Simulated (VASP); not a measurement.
Here is a VASP 6.6.1 calculation.

The input INCAR:

```
SYSTEM = BN
  PREC = Accurate
  ENCUT = 520
  EDIFF = 1E-6
  ISMEAR = 0
  SIGMA = 0.05
  LREAL = .FALSE.
  LASPH = .TRUE.
  NELM = 60
  ALGO = Normal
  ISIF = 2
  LWAVE = .FALSE.
  LCHARG = .FALSE.
  LDIPOL = .TRUE.
  IDIPOL = 3
  DIPOL = 0.5 0.5 0.359
  GGA = PE
  IVDW = 12
  NBANDS = 16
```

The input KPOINTS:

```
Automatic mesh
0
G
  12 12 1
  0 0 0
```

Contents of POSCAR:

```
BN
1.0
    2.5087623753      0.0000000000      0.0000000000
   -1.2543811876      2.1726519491      0.0000000000
    0.0000000000      0.0000000000     17.5000000000
B N
2 2
Direct
    0.0000000000      0.0000000000      0.2571428571
    0.0000000000      0.1666666667      0.4612290401
    0.6666666667      0.3333333333      0.2570995234
    0.6666666667      0.5000000000      0.4612606579
```

Potentials or basis: VASP PAW PBE potentials, release 64 (B, N).

Command:

```bash
$ cat potpaw_PBE.64/B/POTCAR potpaw_PBE.64/N/POTCAR > POTCAR
$ mpirun -np 1 vasp_std > vasp.out
```

Question: Estimate the dispersion energy per atom.

Answer: -0.101 eV.

Question: What does it give for the largest force?

Answer: 0.018 eV/Å.

Question: Predict the band gap on the k mesh.

Answer: 4.17 eV.

Forces on the atoms (eV/Å):
```
B   -0.002  0.002 -0.003
B    0.000 -0.003  0.000
N    0.010 -0.015  0.003
N   -0.008  0.016  0.000
```

Caveat: the cell differs from its parent crystal (layers slid over each other, then relaxed in part).
